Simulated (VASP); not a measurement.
The system is Nb.

```
Nb
1.0
     6.61715    0.00000    0.00000
     0.00000    6.61715    0.00000
     0.00000    0.00000    6.61715
Nb
16
Direct
  0.00000 0.00000 0.00000
  0.25000 0.25000 0.25000
  0.00000 0.00000 0.50000
  0.25000 0.25000 0.75000
  0.00000 0.50000 0.00000
  0.25000 0.75000 0.25000
  0.00000 0.50000 0.50000
  0.25000 0.75000 0.75000
  0.50000 0.00000 0.00000
  0.75000 0.25000 0.25000
  0.50000 0.00000 0.50000
  0.75000 0.25000 0.75000
  0.50000 0.50000 0.00000
  0.75000 0.75000 0.25000
  0.50000 0.50000 0.50000
  0.75000 0.75000 0.75000
```

Base run:

* Program: VASP 6.6.1
* Functional: PBE
* Potentials or basis: VASP PAW PBE potentials, release 64 (Nb_sv)
* Cutoff: 520 eV
* k mesh: 5 × 5 × 5
* Occupations: methfessel-paxton, width 0.1 eV
* Spin: no spin polarisation

Its results: band gap on the k mesh zero (band 104 reaches 12.06 eV, above the bottom of band 105 at 10.23 eV); pressure 0.0 GPa.

The run is repeated on the same cell with these changes: k mesh from 5 × 5 × 5 to 3 × 3 × 3. What comes out?

Band gap on the k mesh zero (band 104 reaches 12.08 eV, above the bottom of band 105 at 10.68 eV); pressure -1.5 GPa.
